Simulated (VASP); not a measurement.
# CdTe (F-43m) in VASP: a series of runs

CdTe is run at these levels: PBEsol, LDA; tasks: elastic constants, dielectric tensor.

Everything below comes from runs of VASP 6.6.1. Logs are shortened: lines on timing, memory, paths and dates and some standing lists are left out, and cuts for length are marked.

## Step 1: The cell of the first run

Symmetry: F-43m, No. 216, cubic system. Conventional cell: a = 6.410 Å, b = 6.410 Å, c = 6.410 Å, α = 90.00°, β = 90.00°, γ = 90.00°. Te (site symmetry -43m) has 4 Cd at 2.78 Å within 3.7 Å. Cd (site symmetry -43m) has 4 Te at 2.78 Å within 3.7 Å.

## Step 2: Elastic constants, PBEsol

INCAR

```
SYSTEM = CdTe
PREC = Accurate
ENCUT = 600
EDIFF = 1E-8
ISMEAR = 0
SIGMA = 0.01
LREAL = .FALSE.
LASPH = .TRUE.
NELM = 100
ALGO = Normal
ISIF = 3
LWAVE = .FALSE.
LCHARG = .TRUE.
GGA = PS
IBRION = 6
NFREE = 2
POTIM = 0.015
NSW = 1
```

KPOINTS

```
Automatic mesh
0
G
  5 5 5
  0 0 0
```

POSCAR

```
CdTe
1.0
    0.0000000000      3.2050000000      3.2050000000
    3.2050000000      0.0000000000      3.2050000000
    3.2050000000      3.2050000000      0.0000000000
Te Cd
1 1
Direct
    0.7500000000      0.7500000000      0.7500000000
    0.0000000000      0.0000000000      0.0000000000
```

Potentials or basis: VASP PAW PBE potentials, release 64 (Te, Cd).

Command:

```bash
$ cat potpaw_PBE.64/Te/POTCAR potpaw_PBE.64/Cd/POTCAR > POTCAR
$ mpirun -np 1 vasp_std > vasp.out
```

OUTCAR:

```text
SYSTEM = CdTe
   PREC = Accurate
   ENCUT = 600
   EDIFF = 1E-8
   ISMEAR = 0
   LREAL = .FALSE.
   LASPH = .TRUE.
   NELM = 100
   ISIF = 3
   GGA = PS
   IBRION = 6
   NFREE = 2
   POTIM = 0.015
   NSW = 1

 ion  position               nearest neighbor table
   1  0.750  0.750  0.750-   2 2.78   2 2.78   2 2.78   2 2.78
   2  0.000  0.000  0.000-   1 2.78   1 2.78   1 2.78   1 2.78

  LATTYP: Found a face centered cubic cell.
 ALAT       =     6.4100000000

  Lattice vectors:

 A1 = (   0.0000000000,   3.2050000000,   3.2050000000)
 A2 = (   3.2050000000,   0.0000000000,   3.2050000000)
 A3 = (   3.2050000000,   3.2050000000,   0.0000000000)

Analysis of symmetry for initial positions (statically):
=====================================================================
 Subroutine PRICEL returns:
 Original cell was already a primitive cell.

 Routine SETGRP: Setting up the symmetry group for a
 face centered cubic supercell.

 Subroutine GETGRP returns: Found 24 space group operations
 (whereof 24 operations were pure point group operations)
 out of a pool of 48 trial point group operations.

The static configuration has the point symmetry T_d .

Analysis of symmetry for dynamics (positions and initial velocities):
=====================================================================
 Subroutine PRICEL returns:
 Original cell was already a primitive cell.

 Routine SETGRP: Setting up the symmetry group for a
 face centered cubic supercell.

 Subroutine GETGRP returns: Found 24 space group operations
 (whereof 24 operations were pure point group operations)
 out of a pool of 48 trial point group operations.

The dynamic configuration has the point symmetry T_d .

 Subroutine INISYM returns: Found 24 space group operations
 (whereof 24 operations are pure point group operations),
 and found     1 'primitive' translations
[... 338 lines left out ...]
      9       2.5402      2.00000
     10       3.2845      0.00000
     11       7.0310      0.00000
     12       7.0409      0.00000
     13       7.0517      0.00000
[... 354 lines left out ...]
  band No.  band energies     occupation
      1      -8.3119      2.00000
      2      -5.7304      2.00000
      3      -5.6900      2.00000
      4      -5.6441      2.00000
      5      -5.5523      2.00000
      6      -4.9994      2.00000
      7      -1.9268      2.00000
      8      -0.0942      2.00000
      9       0.7540      2.00000
     10       5.2286      0.00000
     11       6.4482      0.00000
     12      10.0929      0.00000
     13      10.4039      0.00000

 [... further k-points ...]
[... 5 lines left out ...]
  --------------------------------------------------------------------------------------
  -------------------------------------------------------------------------------------
  Total        0.7762509      0.7778724      0.7778724      0.0000000      0.1073691      0.0000000
  in kB       18.8885500     18.9280052     18.9280052      0.0000000      2.6126163      0.0000000
  external PRESSURE =      18.9148535 kB  Pullay stress =       0.0000000 kB
[... 17 lines left out ...]
  FREE ENERGIE OF THE ION-ELECTRON SYSTEM (eV)
  ---------------------------------------------------
  free  energy   TOTEN  =        -5.4532840213 eV

  energy  without entropy=       -5.4532840213  energy(sigma->0) =       -5.45328402

 INTERNAL STRAIN TENSORS FROM STRAINED CELLS
 ============================================

 INTERNAL STRAIN TENSOR FOR ION    1 for displacements in x,y,z  (eV/Angst):
          X           Y           Z          XY          YZ          ZX
  --------------------------------------------------------------------------------
  x    -0.00000     0.00000     0.00000     0.00000     7.20558    -0.00000
  y    -0.00000    -0.00000     0.00000     0.00000     0.00000     7.20559
  z    -0.00000     0.00000     0.00000     7.20583     0.00000    -0.00000

 INTERNAL STRAIN TENSORS FROM DISPLACED ATOMS
 ============================================

 INTERNAL STRAIN TENSOR FOR ION    1 for displacements in x,y,z  (eV/Angst):
          X           Y           Z          XY          YZ          ZX
  --------------------------------------------------------------------------------
  x     0.00000     0.00000     0.00000    -0.00000     7.16208     0.00000
  y    -0.00000     0.00000    -0.00000    -0.00000    -0.00000     7.16208
  z     0.00000     0.00000     0.00000     7.16208     0.00000    -0.00000

 INTERNAL STRAIN TENSOR FOR ION    2 for displacements in x,y,z  (eV/Angst):
          X           Y           Z          XY          YZ          ZX
  --------------------------------------------------------------------------------
  x     0.00000     0.00000     0.00000     0.00000    -7.15988    -0.00000
  y     0.00000     0.00000     0.00000    -0.00000     0.00000    -7.15988
  z     0.00000     0.00000     0.00000    -7.15988     0.00000     0.00000

 Eigenvectors and eigenvalues of the dynamical matrix
 ----------------------------------------------------

   1 f  =    4.555290 THz    28.621731 2PiTHz  151.948115 cm-1    18.839157 meV
             X         Y         Z           dx          dy          dz
      4.807500  4.807500  4.807500     0.000000    0.684788    0.000000
      0.000000  0.000000  0.000000     0.000000   -0.728742    0.000000
[... 21 lines left out ...]
   6 f/i=    0.002635 THz     0.016559 2PiTHz    0.087911 cm-1     0.010900 meV
             X         Y         Z           dx          dy          dz
      4.807500  4.807500  4.807500     0.000000    0.000000    0.728742
      0.000000  0.000000  0.000000     0.000000    0.000000    0.684788

--------------------------------------------------------------------------------------------------------

 ELASTIC MODULI CONTR FROM IONIC RELAXATION (kBar)
 Direction    XX          YY          ZZ          XY          YZ          ZX
 --------------------------------------------------------------------------------
 XX          -0.0000     -0.0000      0.0000     -0.0000      0.0000      0.0000
 YY          -0.0000     -0.0000     -0.0000     -0.0000     -0.0000      0.0000
 ZZ           0.0000     -0.0000     -0.0000      0.0000     -0.0000      0.0000
 XY          -0.0000     -0.0000      0.0000   -245.8956      0.0000      0.0000
 YZ           0.0000     -0.0000     -0.0000      0.0000   -245.8956      0.0000
 ZX           0.0000      0.0000      0.0000      0.0000      0.0000   -245.8956
 --------------------------------------------------------------------------------

 TOTAL ELASTIC MODULI (kBar)
 Direction    XX          YY          ZZ          XY          YZ          ZX
 --------------------------------------------------------------------------------
 XX         587.3323    430.2822    430.2822      0.0000      0.0000     -0.0000
 YY         430.2822    587.3323    430.2822     -0.0000     -0.0000      0.0000
 ZZ         430.2822    430.2822    587.3323      0.0000     -0.0000      0.0000
 XY           0.0000     -0.0000      0.0000    190.8237      0.0000      0.0000
 YZ           0.0000     -0.0000     -0.0000      0.0000    190.8237      0.0000
 ZX          -0.0000      0.0000      0.0000      0.0000      0.0000    190.8237
 --------------------------------------------------------------------------------
```

OSZICAR:

```text
N       E                     dE             d eps       ncg     rms          rms(c)
DAV:   1     0.118348879121E+03    0.11835E+03   -0.91077E+03   260   0.135E+03
DAV:   2    -0.937890507121E+00   -0.11929E+03   -0.11483E+03   305   0.303E+02
DAV:   3    -0.566982567150E+01   -0.47319E+01   -0.47237E+01   315   0.624E+01
[... 209 lines left out ...]
DAV:   4    -0.545328310053E+01    0.15959E-04   -0.79939E-05   802   0.658E-02    0.148E-02
DAV:   5    -0.545328414239E+01   -0.10419E-05   -0.36943E-06   782   0.139E-02    0.528E-03
DAV:   6    -0.545328395327E+01    0.18912E-06   -0.87121E-07   762   0.691E-03    0.280E-03
DAV:   7    -0.545328401508E+01   -0.61807E-07   -0.13874E-07   822   0.286E-03    0.530E-04
DAV:   8    -0.545328402128E+01   -0.62043E-08   -0.79918E-09   546   0.661E-04
  17 F= -.54532840E+01 E0= -.54532840E+01  d E =-.846507E-47
```

Run time: 3.6 min. Hardware: 1 thread of AMD EPYC 9R45 (Zen 5), shared host; peak memory 0.23 GiB.

Results:

```
Elastic constants C11, C12, C44                         : 59, 43, 19 GPa
Voigt bulk modulus                                      : 48 GPa
Highest phonon frequency at Γ, LO-TO splitting left out : 152 cm⁻¹
```

Phonon frequencies in cm⁻¹ (negative: imaginary):
```csv
q point,frequencies
"(0.000, 0.000, 0.000)",0 0 0 152 152 152
```

Elastic tensor in Voigt notation (GPa, in the Cartesian axes of the cell as first typed):
```
59 43 43  0  0  0
43 59 43  0  0  0
43 43 59  0  0  0
 0  0  0 19  0  0
 0  0  0  0 19  0
 0  0  0  0  0 19
```

Clamped-ion elastic tensor (GPa):
```
59 43 43  0  0  0
43 59 43  0  0  0
43 43 59  0  0  0
 0  0  0 44  0  0
 0  0  0  0 44  0
 0  0  0  0  0 44
```

Caveat: the cell is under stress, which shifts elastic constants; the PAW data sets were made with another functional, which shifts forces and pressure a little; spin-orbit coupling is left out, which moves the levels of the heavy elements.

## Step 3: Dielectric tensor, LDA

INCAR

```
SYSTEM = CdTe
PREC = Accurate ; ENCUT = 520
EDIFF = 1E-8 ; ISMEAR = 0
SIGMA = 0.01 ; LREAL = .False.
LASPH = .True. ; NELM = 80
ALGO = Normal ; ISIF = 2
LWAVE = .False. ; LCHARG = .False.
GGA = CA ; LEPSILON = .True.
```

KPOINTS

```
Automatic mesh
0
Gamma
  7 7 7
  0 0 0
```

POSCAR is that of step 2.

Potentials or basis: VASP PAW LDA potentials, release 64 (Te, Cd).

Command:

```bash
$ cat potpaw_LDA.64/Te/POTCAR potpaw_LDA.64/Cd/POTCAR > POTCAR
$ mpirun -np 1 vasp_std > vasp.out
```

OUTCAR:

```text
SYSTEM = CdTe
   PREC = Accurate
   ENCUT = 520
   EDIFF = 1E-8
   ISMEAR = 0
   LREAL = .False.
   LASPH = .True.
   NELM = 80
   ISIF = 2
   GGA = CA
   LEPSILON = .True.

 ion  position               nearest neighbor table
   1  0.750  0.750  0.750-   2 2.78   2 2.78   2 2.78   2 2.78
   2  0.000  0.000  0.000-   1 2.78   1 2.78   1 2.78   1 2.78

  LATTYP: Found a face centered cubic cell.
 ALAT       =     6.4100000000

  Lattice vectors:

 A1 = (   0.0000000000,   3.2050000000,   3.2050000000)
 A2 = (   3.2050000000,   0.0000000000,   3.2050000000)
[... 560 lines left out ...]
 PIEZOELECTRIC TENSOR FIELD DIRECTION 3  (C/m^2)
 -----------------------------------------------------------------------------
    -0.00040  0.68671  0.00000
     0.68671 -0.00040  0.00000
     0.00000  0.00000  0.00010

 MACROSCOPIC STATIC DIELECTRIC TENSOR (including local field effects in DFT)
 ------------------------------------------------------
          14.211826    -0.000000    -0.000000
           0.000000    14.211826    -0.000000
          -0.000000     0.000000    14.211826
 ------------------------------------------------------

 PIEZOELECTRIC TENSOR (including local field effects)  for field in x, y, z        (e  Angst)
          XX          YY          ZZ          XY          YZ          ZX
  --------------------------------------------------------------------------------
  x    -0.00000     0.00000     0.00000     0.00000     2.85100     0.00000
  y     0.00000     0.00000     0.00000     0.00000     0.00000     2.85100
  z     0.00000     0.00000    -0.00000     2.85100     0.00000     0.00000

 PIEZOELECTRIC TENSOR (including local field effects)  for field in x, y, z        (C/m^2)
          XX          YY          ZZ          XY          YZ          ZX
  --------------------------------------------------------------------------------
  x    -0.00000     0.00000     0.00000     0.00000     0.69374     0.00000
  y     0.00000     0.00000     0.00000     0.00000     0.00000     0.69374
  z     0.00000     0.00000    -0.00000     0.69374     0.00000     0.00000

 BORN EFFECTIVE CHARGES (including local field effects) (in |e|, cummulative output)
 ---------------------------------------------------------------------------------
 ion    1
    1    -2.30108     0.00000     0.00000
    2     0.00000    -2.30108    -0.00000
    3    -0.00000     0.00000    -2.30108
 ion    2
    1     2.30108    -0.00000    -0.00000
    2    -0.00000     2.30108     0.00000
    3     0.00000    -0.00000     2.30108
```

It took 2.7 min on 1 thread of Intel Xeon Platinum 8488C (Sapphire Rapids), shared host; peak memory 0.3 GiB.

What came out:

* Band gap on the k mesh: 0.65 eV
* Electronic dielectric tensor (diagonal): 14.21
* Born charges (mean of the diagonal): Te -2.30; Cd +2.30 e

Levels at points of the mesh, in eV from the valence-band top:
| k point | band 5 | band 6 | band 7 | band 8 | band 9 | band 10 | band 11 | band 12 | band 13 |
| --- | --- | --- | --- | --- | --- | --- | --- | --- | --- |
| (0.00, 0.00, 0.00) | -8.12 | -8.12 | 0.00 | 0.00 | 0.00 | 0.65 | 4.48 | 4.48 | 4.48 |

Electronic dielectric tensor:
```
14.21  0.00  0.00
 0.00 14.21  0.00
 0.00  0.00 14.21
```

Born effective charge tensors (e):
atom 1, Te
```
-2.30  0.00  0.00
 0.00 -2.30  0.00
 0.00  0.00 -2.30
```
atom 2, Cd
```
2.30 0.00 0.00
0.00 2.30 0.00
0.00 0.00 2.30
```

Caveat: the gap is small at this level, which inflates the dielectric constant; semilocal functionals underestimate gaps, and a narrow one can read as zero; spin-orbit coupling is left out, which moves the levels of the heavy elements.
